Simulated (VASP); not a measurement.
Here is a VASP 6.6.1 calculation.

INCAR

```
SYSTEM = HfO3
ALGO = Normal
EDIFF = 1E-6
EDIFFG = -0.04
ENCUT = 600
GGA = PE
IBRION = 2
ISIF = 3
ISMEAR = 0
LASPH = .TRUE.
LCHARG = .FALSE.
LREAL = .FALSE.
LWAVE = .FALSE.
NELM = 60
NSW = 90
PREC = Accurate
SIGMA = 0.1
```

Contents of KPOINTS:

```
k-points
0
G
  6 6 4
  0 0 0
```

File POSCAR:

```
HfO3
1.0
    3.5971512598      0.0000000000      0.0000000000
   -1.7985756299      3.1152243722      0.0000000000
    0.0000000000      0.0000000000      4.1580858107
Hf O
1 3
Direct
    0.0000000000      0.0000000000      0.0000000000
    0.0000000000      0.0000000000      0.5000000000
    0.3333333333      0.6666666667      0.2325859278
    0.3333333333      0.6666666667      0.7674140722
```

Potentials or basis: VASP PAW PBE potentials, release 64 (Hf_pv, O).

Launch:

```console
$ cat potpaw_PBE.64/Hf_pv/POTCAR potpaw_PBE.64/O/POTCAR > POTCAR
$ mpirun -np 1 vasp_std > vasp.out
```

Problem. Estimate the band gap on the k mesh.

Solution. 0.20 eV, direct.

Problem. Estimate the space group after relaxing (to 0.05 Å).

Solution. P-6m2 (No. 187).

Problem. What does it give for the relaxed volume?

Solution. 12.71 Å³/atom.

Final structure:
```
Hf O
1.0
     3.80874    0.00000    0.00000
    -1.90437    3.29846    0.00000
     0.00000    0.00000    4.04580
Hf O
1 3
Direct
  0.00000 0.00000 0.00000
  0.00000 0.00000 0.50000
  0.33333 0.66667 0.18837
  0.33333 0.66667 0.81163
```

Caveat: spin-orbit coupling is left out, which moves the levels of the heavy elements. A k mesh can miss the band edges.
